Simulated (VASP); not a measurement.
# Ga (C2/c) in VASP: notebook, part 2 of 2

VASP 6.6.1. The steps go on from the part before.

## (3) Single point, PBE (volume scaled by 0.88, then relaxed in part)

INCAR

```
SYSTEM = Ga
  PREC = Accurate
  ENCUT = 520
  EDIFF = 1E-6
  ISMEAR = 0
  SIGMA = 0.1
  LREAL = .FALSE.
  LASPH = .TRUE.
  NELM = 80
  ALGO = Fast
  ISIF = 2
  LWAVE = .FALSE.
  LCHARG = .TRUE.
  GGA = PE
  LELF = .TRUE.
  LVHAR = .TRUE.
  NBANDS = 20
```

KPOINTS

```
regular mesh
0
G
  20 20 12
  0 0 0
```

POSCAR

```
Ga
1.0
    1.6689440322     -2.1017117689     -0.0242609236
    1.6689440322      2.1017117689     -0.0242609236
   -1.4769048785      0.0000000000      4.8483125687
Ga
2
Direct
    0.8715594194      0.1284405806      0.7500000000
    0.1284405806      0.8715594194      0.2500000000
```

Potentials or basis: VASP PAW PBE potentials, release 64 (Ga_d).

Run with:

```sh
cat potpaw_PBE.64/Ga_d/POTCAR > POTCAR
mpirun -np 1 vasp_std > vasp.out
```

OUTCAR:

```text
SYSTEM = Ga
   PREC = Accurate
   ENCUT = 520
   EDIFF = 1E-6
   ISMEAR = 0
   LREAL = .FALSE.
   LASPH = .TRUE.
   NELM = 80
   ISIF = 2
   GGA = PE

 ion  position               nearest neighbor table
   1  0.872  0.128  0.750-   2 2.75   2 2.75   2 2.77   2 2.77
   2  0.128  0.872  0.250-   1 2.75   1 2.75   1 2.77   1 2.77

  LATTYP: Found a base centered monoclinic cell.
 ALAT       =     3.3382407193
 B/A-ratio  =     1.2591732865
 C/A-ratio  =     1.5182464644
 COS(beta)  =    -0.3052756011

  Lattice vectors:

 A1 = (   1.6689440322,  -2.1017117689,  -0.0242609236)
 A2 = (   1.6689440322,   2.1017117689,  -0.0242609236)
 A3 = (  -1.4769048785,   0.0000000000,   4.8483125687)

Analysis of symmetry for initial positions (statically):
=====================================================================
 Subroutine PRICEL returns:
 Original cell was already a primitive cell.

 Routine SETGRP: Setting up the symmetry group for a
 base centered monoclinic supercell.

 Subroutine GETGRP returns: Found  4 space group operations
 (whereof  2 operations were pure point group operations)
 out of a pool of  4 trial point group operations.

The static configuration has the point symmetry S_2 .
 The point group associated with its full space group is C_2h.

Analysis of symmetry for dynamics (positions and initial velocities):
=====================================================================
 Subroutine PRICEL returns:
 Original cell was already a primitive cell.

 Routine SETGRP: Setting up the symmetry group for a
 base centered monoclinic supercell.

 Subroutine GETGRP returns: Found  4 space group operations
 (whereof  2 operations were pure point group operations)
 out of a pool of  4 trial point group operations.

The dynamic configuration has the point symmetry S_2 .
 The point group associated with its full space group is C_2h.

 Subroutine INISYM returns: Found  4 space group operations
 (whereof  2 operations are pure point group operations),
 and found     1 'primitive' translations

[... 110 lines left out ...]
   EFERMI_NEDOS =   21; number of points for ismear=-14 and -15
   IALGO  =     68    algorithm
   IMIX   =      4    mixing-type and parameters
     AMIX     =   0.40;   BMIX     =  1.00
     AMIX_MAG =   1.60;   BMIX_MAG =  1.00
  volume/ion in A,a.u.               =      16.93       114.25
  Fermi-wavevector in a.u.,A,eV,Ry     =   1.499098  2.832884 30.576286  2.247294
  Thomas-Fermi vector in A             =   2.610771
   LORBIT       =      0    0 simple, 1 ext, 2 COOP (PROOUT), +10 PAW based schemes
   GGA     = PE    functional components
   LHFCALC =     F    Hartree Fock is set to
   AEXX    =    0.0000 exact exchange contribution
   IVDW    =     0    specifies the selected vdW correction
   LEPSILON=     F    determine dielectric tensor
   LRPA    =     F    only Hartree local field effects (RPA)
 non-spin polarized calculation
 RMM-DIIS sequential band-by-band and
 Gauss-broadening in eV      SIGMA  =   0.10
  energy-cutoff  :      520.00
  volume of cell :       33.86
 maximum number of plane-waves:       929
   NGX =  9   NGY =  9   NGZ = 19

 number of electron      26.0000023 magnetization

 Free energy of the ion-electron system (eV)
  ---------------------------------------------------
  ext. energy  EPLUGINS =         0.00000000
  ---------------------------------------------------
  free energy    TOTEN  =        -5.67084177 eV

  energy without entropy =       -5.66753961  energy(sigma->0) =       -5.66919069

 E-fermi :   6.6188     XC(G=0): -11.5299

 val. band max:        6.6172461403   @ k =   0.4000   0.1500   0.4167
 cond. band min:       6.6205040350   @ k =  -0.3000   0.3500   0.0833
 fundamental gap:      0.0032578947
 Fermi energy:         6.6188127226

 k-point     1 :       0.0000    0.0000    0.0000
  band No.  band energies     occupation
      1      -8.7242      2.00000
      2      -8.7199      2.00000
      3      -8.6265      2.00000
      4      -8.6237      2.00000
      5      -8.3542      2.00000
      6      -8.3470      2.00000
[... 541 lines left out ...]
     19      20.0694      0.00000
     20      21.5753      0.00000

 [... further k-points ...]

------------------------ aborting loop because EDIFF is reached ----------------------------------------

  FORCE on cell =-STRESS in cart. coord.  units (eV):
  Direction    XX          YY          ZZ          XY          YZ          ZX
  --------------------------------------------------------------------------------------
  -------------------------------------------------------------------------------------
  Total        1.8132002      1.8353127      1.8411223      0.0000000      0.0000000     -0.0013796
  in kB       85.7922825     86.8385440     87.1134278      0.0000000      0.0000000     -0.0652767
  external PRESSURE =      86.5814181 kB  Pullay stress =       0.0000000 kB

 VOLUME and BASIS-vectors are now :
 -----------------------------------------------------------------------------
  energy-cutoff  :      520.00
  volume of cell :       33.86
      direct lattice vectors                 reciprocal lattice vectors
     1.668944032 -2.101711769 -0.024260924     0.300923182 -0.237901318  0.091667959
     1.668944032  2.101711769 -0.024260924     0.300923182  0.237901318  0.091667959
    -1.476904879  0.000000000  4.848312569     0.003011635  0.000000000  0.207174741

 POSITION                                       TOTAL-FORCE (eV/Angst)
 -----------------------------------------------------------------------------------
      0.56127     -1.56182      3.61197        -0.000000     -0.001103     -0.000000
      1.29972      1.56182      1.18782         0.000000      0.001103      0.000000
 -----------------------------------------------------------------------------------
    total drift:                                0.000000      0.000000     -0.000000

  FREE ENERGIE OF THE ION-ELECTRON SYSTEM (eV)
  ---------------------------------------------------
  free  energy   TOTEN  =        -5.6708417726 eV

  energy  without entropy=       -5.6675396142  energy(sigma->0) =       -5.66919069
```

stdout:

```text
POSCAR found type information on POSCAR Ga
 POSCAR found :  1 types and       2 ions
 scaLAPACK will be used
 LDA part: xc-table for (Slater+PW92), standard interpolation
 POSCAR, INCAR and KPOINTS ok, starting setup
 FFT: planning ... GRIDC
 FFT: planning ... GRID_SOFT
 FFT: planning ... GRID
 WAVECAR not read
 entering main loop
WARNING in EDDRMM: call to ZHEGV failed, returncode =   6  3     16
WARNING in EDDRMM: call to ZHEGV failed, returncode =   8  4     18
WARNING in EDDRMM: call to ZHEGV failed, returncode =   6  3     20
WARNING in EDDRMM: call to ZHEGV failed, returncode =   8  4     18
WARNING in EDDRMM: call to ZHEGV failed, returncode =   8  4     19
WARNING in EDDRMM: call to ZHEGV failed, returncode =   8  4     19
WARNING in EDDRMM: call to ZHEGV failed, returncode =   6  3     18
WARNING in EDDRMM: call to ZHEGV failed, returncode =   8  4     20
WARNING in EDDRMM: call to ZHEGV failed, returncode =   6  3     20
WARNING in EDDRMM: call to ZHEGV failed, returncode =   8  4     20
```

Wall time 23 min (1 thread of AMD EPYC 7R13, shared host); peak memory 0.67 GiB.

Results:

```
Free energy            : -5.6708 eV
Pressure               : 8.7 GPa
Band gap on the k mesh : zero (band 13 reaches 10.99 eV, above the bottom of band 14 at 4.33 eV)
```

Levels at points of the mesh, in eV from the Fermi level:
```csv
k point,band 9,band 10,band 11,band 12,band 13,band 14,band 15,band 16,band 17,band 18
"(0.00, 0.00, 0.00)",-14.86,-14.84,-12.00,-5.59,-4.80,10.39,10.46,11.06,11.32,12.03
"(0.50, 0.00, 0.00)",-14.84,-14.76,-6.38,-5.41,-2.60,-1.95,2.89,5.44,10.22,12.38
"(0.50, 0.50, 0.00)",-14.70,-14.70,-3.31,-3.25,1.71,2.05,2.47,2.49,4.65,4.85
"(0.00, 0.00, 0.50)",-14.81,-14.81,-10.32,-10.32,3.12,3.12,9.04,9.04,12.71,12.71
"(0.50, 0.00, 0.50)",-14.84,-14.75,-6.25,-5.33,-2.89,-2.29,3.42,6.05,10.39,12.14
"(0.50, 0.50, 0.50)",-14.70,-14.70,-2.27,-2.27,-1.10,-1.10,2.32,2.32,7.98,7.98
```

## (4) Single point, PBE (volume scaled by 0.91, then relaxed in part)

INCAR

```
SYSTEM = Ga
PREC     = Accurate       ! precision mode
ENCUT    = 520            ! plane-wave cutoff, eV
EDIFF    = 1E-6           ! SCF threshold, eV
ISMEAR   = 0              ! smearing method
SIGMA    = 0.1            ! smearing width, eV
LREAL    = .False.        ! projectors in reciprocal space
LASPH    = .True.         ! aspherical terms in the spheres
NELM     = 80             ! most SCF steps
ALGO     = Fast           ! electronic algorithm
ISIF     = 2              ! what is computed and relaxed
LWAVE    = .False.        ! write WAVECAR
LCHARG   = .False.        ! write CHGCAR
GGA      = PE             ! functional
NBANDS   = 20             ! bands
```

KPOINTS

```
regular mesh
0
Gamma
  20 20 12
  0 0 0
```

POSCAR

```
Ga
1.0
    1.6890268555     -2.1254243267     -0.0238678691
    1.6890268555      2.1254243267     -0.0238678691
   -1.4928110342      0.0000000000      4.8981163186
Ga
2
Direct
    0.8713426480      0.1286573520      0.7500000000
    0.1286573520      0.8713426480      0.2500000000
```

Potentials or basis: VASP PAW PBE potentials, release 64 (Ga_d).

Run with:

```sh
cat potpaw_PBE.64/Ga_d/POTCAR > POTCAR
mpirun -np 1 vasp_std > vasp.out
```

OUTCAR:

```text
SYSTEM = Ga
   PREC = Accurate
   ENCUT = 520
   EDIFF = 1E-6
   ISMEAR = 0
   LREAL = .False.
   LASPH = .True.
   NELM = 80
   ISIF = 2
   GGA = PE

 ion  position               nearest neighbor table
   1  0.871  0.129  0.750-   2 2.78   2 2.78   2 2.80   2 2.80
   2  0.129  0.871  0.250-   1 2.78   1 2.78   1 2.80   1 2.80

  LATTYP: Found a base centered monoclinic cell.
 ALAT       =     3.3783909743
 B/A-ratio  =     1.2582465102
 C/A-ratio  =     1.5156770320
 COS(beta)  =    -0.3050201968

  Lattice vectors:

 A1 = (   1.6890268555,  -2.1254243267,  -0.0238678691)
 A2 = (   1.6890268555,   2.1254243267,  -0.0238678691)
 A3 = (  -1.4928110342,   0.0000000000,   4.8981163186)

Analysis of symmetry for initial positions (statically):
=====================================================================
 Subroutine PRICEL returns:
 Original cell was already a primitive cell.

 Routine SETGRP: Setting up the symmetry group for a
 base centered monoclinic supercell.

 Subroutine GETGRP returns: Found  4 space group operations
 (whereof  2 operations were pure point group operations)
 out of a pool of  4 trial point group operations.

The static configuration has the point symmetry S_2 .
 The point group associated with its full space group is C_2h.

Analysis of symmetry for dynamics (positions and initial velocities):
=====================================================================
 Subroutine PRICEL returns:
 Original cell was already a primitive cell.

 Routine SETGRP: Setting up the symmetry group for a
 base centered monoclinic supercell.

 Subroutine GETGRP returns: Found  4 space group operations
 (whereof  2 operations were pure point group operations)
 out of a pool of  4 trial point group operations.

The dynamic configuration has the point symmetry S_2 .
 The point group associated with its full space group is C_2h.

 Subroutine INISYM returns: Found  4 space group operations
 (whereof  2 operations are pure point group operations),
 and found     1 'primitive' translations

[... 110 lines left out ...]
   EFERMI_NEDOS =   21; number of points for ismear=-14 and -15
   IALGO  =     68    algorithm
   IMIX   =      4    mixing-type and parameters
     AMIX     =   0.40;   BMIX     =  1.00
     AMIX_MAG =   1.60;   BMIX_MAG =  1.00
  volume/ion in A,a.u.               =      17.51       118.15
  Fermi-wavevector in a.u.,A,eV,Ry     =   1.482440  2.801405 29.900532  2.197627
  Thomas-Fermi vector in A             =   2.596225
   LORBIT       =      0    0 simple, 1 ext, 2 COOP (PROOUT), +10 PAW based schemes
   GGA     = PE    functional components
   LHFCALC =     F    Hartree Fock is set to
   AEXX    =    0.0000 exact exchange contribution
   IVDW    =     0    specifies the selected vdW correction
   LEPSILON=     F    determine dielectric tensor
   LRPA    =     F    only Hartree local field effects (RPA)
 non-spin polarized calculation
 RMM-DIIS sequential band-by-band and
 Gauss-broadening in eV      SIGMA  =   0.10
  energy-cutoff  :      520.00
  volume of cell :       35.02
 maximum number of plane-waves:       964
   NGX = 11   NGY = 11   NGZ = 19

 number of electron      26.0000007 magnetization

 Free energy of the ion-electron system (eV)
  ---------------------------------------------------
  ext. energy  EPLUGINS =         0.00000000
  ---------------------------------------------------
  free energy    TOTEN  =        -5.72276159 eV

  energy without entropy =       -5.71956383  energy(sigma->0) =       -5.72116271

 E-fermi :   6.2643     XC(G=0): -11.3569

 val. band max:        6.2639812210   @ k =   0.3000   0.1000  -0.0000
 cond. band min:       6.2728822362   @ k =  -0.0500   0.5000   0.2500
 fundamental gap:      0.0089010151
 Fermi energy:         6.2642883850

 k-point     1 :       0.0000    0.0000    0.0000
  band No.  band energies     occupation
      1      -9.0028      2.00000
      2      -8.9988      2.00000
      3      -8.9120      2.00000
      4      -8.9028      2.00000
      5      -8.6623      2.00000
      6      -8.6546      2.00000
[... 541 lines left out ...]
     19      19.4728      0.00000
     20      20.9001      0.00000

 [... further k-points ...]

------------------------ aborting loop because EDIFF is reached ----------------------------------------

  FORCE on cell =-STRESS in cart. coord.  units (eV):
  Direction    XX          YY          ZZ          XY          YZ          ZX
  --------------------------------------------------------------------------------------
  -------------------------------------------------------------------------------------
  Total        1.2862480      1.2881293      1.2951758      0.0000000      0.0000000     -0.0010315
  in kB       58.8529784     58.9390592     59.2614772      0.0000000      0.0000000     -0.0471949
  external PRESSURE =      59.0178383 kB  Pullay stress =       0.0000000 kB

 VOLUME and BASIS-vectors are now :
 -----------------------------------------------------------------------------
  energy-cutoff  :      520.00
  volume of cell :       35.02
      direct lattice vectors                 reciprocal lattice vectors
     1.689026856 -2.125424327 -0.023867869     0.297308893 -0.235247143  0.090611567
     1.689026856  2.125424327 -0.023867869     0.297308893  0.235247143  0.090611567
    -1.492811034  0.000000000  4.898116319     0.002897493  0.000000000  0.205043193

 POSITION                                       TOTAL-FORCE (eV/Angst)
 -----------------------------------------------------------------------------------
      0.56942     -1.57852      3.64972        -0.000000     -0.001354     -0.000000
      1.31582      1.57852      1.20066         0.000000      0.001354      0.000000
 -----------------------------------------------------------------------------------
    total drift:                                0.000000      0.000000     -0.000000

  FREE ENERGIE OF THE ION-ELECTRON SYSTEM (eV)
  ---------------------------------------------------
  free  energy   TOTEN  =        -5.7227615923 eV

  energy  without entropy=       -5.7195638269  energy(sigma->0) =       -5.72116271
```

OSZICAR:

```text
N       E                     dE             d eps       ncg     rms          rms(c)
DAV:   1     0.130685972459E+03    0.13069E+03   -0.13203E+04 54216   0.251E+03
DAV:   2     0.535106982510E+01   -0.12533E+03   -0.12216E+03 52336   0.385E+02
DAV:   3    -0.562113354618E+01   -0.10972E+02   -0.10912E+02 57052   0.936E+01
DAV:   4    -0.577885313642E+01   -0.15772E+00   -0.15762E+00 58472   0.124E+01
DAV:   5    -0.578150504533E+01   -0.26519E-02   -0.26518E-02 58680   0.157E+00    0.149E+00
RMM:   6    -0.573312069925E+01    0.48384E-01   -0.81762E-02 69091   0.345E+00    0.771E-01
RMM:   7    -0.572380892597E+01    0.93118E-02   -0.27302E-02 72156   0.158E+00    0.205E-01
RMM:   8    -0.572271072609E+01    0.10982E-02   -0.23975E-03 71928   0.560E-01    0.227E-02
RMM:   9    -0.572275040536E+01   -0.39679E-04   -0.43315E-04 79244   0.257E-01    0.120E-02
RMM:  10    -0.572276047149E+01   -0.10066E-04   -0.11625E-04 78424   0.104E-01    0.272E-03
RMM:  11    -0.572276170797E+01   -0.12365E-05   -0.13213E-05 62065   0.340E-02    0.174E-03
RMM:  12    -0.572276159226E+01    0.11571E-06   -0.30850E-06 42317   0.200E-02
   1 F= -.57227616E+01 E0= -.57211627E+01  d E =-.319777E-02
```

It took 15 min on 1 thread of AMD EPYC 7R13, shared host; peak memory 0.7 GiB.

What came out:

| Property | Result |
| --- | --- |
| Free energy | -5.7228 eV |
| Pressure | 5.9 GPa |
| Band gap on the k mesh | zero (band 13 reaches 10.57 eV, above the bottom of band 14 at 3.98 eV) |

## (5) The runs side by side

```csv
cell,gap on the mesh (eV),pressure (GPa)
"a = 2.776, b = 2.776, c = 5.222 Å, angles 100.9, 100.9, 103.2°, 2 atoms",none,1.7
"a = 2.684, b = 2.684, c = 5.068 Å, angles 100.9, 100.9, 103.1°, 2 atoms",none,8.7
"a = 2.715, b = 2.715, c = 5.121 Å, angles 100.9, 100.9, 103.0°, 2 atoms",none,5.9
```

Alike in all rows: task single point; level PBE; potentials or basis VASP PAW PBE potentials, release 64 (Ga_d); no spin polarisation; k mesh 20 × 20 × 12; cutoff (eV) 520; smearing gaussian 0.1 eV.

Absolute energies hang on the potentials; compare differences alone.
